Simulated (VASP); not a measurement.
YSc, 2 atoms in the cell. The structure is hexagonal, space group P-6m2 (No. 187). The conventional cell has a = 3.415 Å, b = 3.415 Å, c = 5.404 Å, α = 90.00°, β = 90.00°, γ = 120.00°. Within 4.4 Å of Y (site symmetry -6m2) lie 6 Sc at 3.34 Å and 6 Y at 3.41 Å. Sc (site symmetry -6m2) has 6 Y at 3.34 Å and 6 Sc at 3.41 Å within 4.4 Å.  This cell differs from its parent crystal: strain -0.030 along x and y, +0.000 along z.

| Property | Result |
| --- | --- |
| Program | VASP 6.6.1 |
| Task | single point |
| Functional | r2SCAN |
| Potentials or basis | VASP PAW PBE potentials, release 64 (Y_sv, Sc_sv) |
| Cutoff | 520 eV |
| k mesh | 15 × 15 × 10 |
| Occupations | gaussian, width 0.15 eV |
| Spin | no spin polarisation |
| Dipole correction | no |
| Further INCAR settings | ALGO = Normal; EDIFF = 1e-06; NBANDS = 18 |

Potentials or basis: VASP PAW PBE potentials, release 64 (Y_sv, Sc_sv).

Launch:

```sh
$ cat potpaw_PBE.64/Y_sv/POTCAR potpaw_PBE.64/Sc_sv/POTCAR > POTCAR
$ cp INCAR.step1 INCAR
$ mpirun -np 1 vasp_std > vasp.out
$ cp INCAR.step2 INCAR
$ mpirun -np 1 vasp_std > vasp.out
```

Hardware: 1 thread of Intel(R) Xeon(R) Platinum 8488C (Sapphire Rapids), on a shared host.

**Question.** Estimate the wall time of this run.

**Answer.** Run time: 5.9 min on 1 thread of Intel(R) Xeon(R) Platinum 8488C (Sapphire Rapids), with other jobs on the host, peak memory 0.33 GiB. Counts: k points 162.
